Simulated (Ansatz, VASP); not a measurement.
Two plane-wave programs on NaC2

```
Na C
1.0
     2.54179    0.00000    0.00000
     0.00000    4.29055    0.00000
     0.00000    0.00000    8.11760
Na C
2 4
Cartesian
  0.0000 0.0000 6.8560
  1.2709 2.1453 1.2616
  0.0000 3.5800 4.0679
  0.0000 0.7105 4.0679
  1.2709 1.4347 4.0497
  1.2709 2.8558 4.0497
```

Alike in both runs: functional PBE; k mesh 6 × 4 × 4; occupations gaussian, width 0.1 eV; no spin polarisation.

Ansatz relaxed the structure, and its values are those at the end. VASP's run is a single point on that final structure, the one shown.

|  | VASP | Ansatz |
| --- | --- | --- |
| version | VASP 6.6.1 | Ansatz 0.2.0 |
| potentials or method | VASP PAW PBE potentials, release 64 (Na_pv, C), cutoff 520 eV | scalar-relativistic, plane waves, PAW |
| valence electrons in the cell | 30 | 34 |

Ansatz gave:

```
gap on the k mesh at the Fermi level (eV) : none
pressure (GPa)                            : 0.0
rms of the force components (eV/Å)        : 0.006
```

Task: Estimate VASP's values.

Result: gap on the k mesh at the Fermi level (eV): none; pressure (GPa): 0.2; rms of the force components (eV/Å): 0.003.

A gap of «none» marks a metal or a gap that the smearing closes. VASP's potentials hold 30 valence electrons a cell and Ansatz's 34, so a difference there can come from the potentials and not from the codes.

The k mesh is coarse, so the values compare programs but aren't converged.
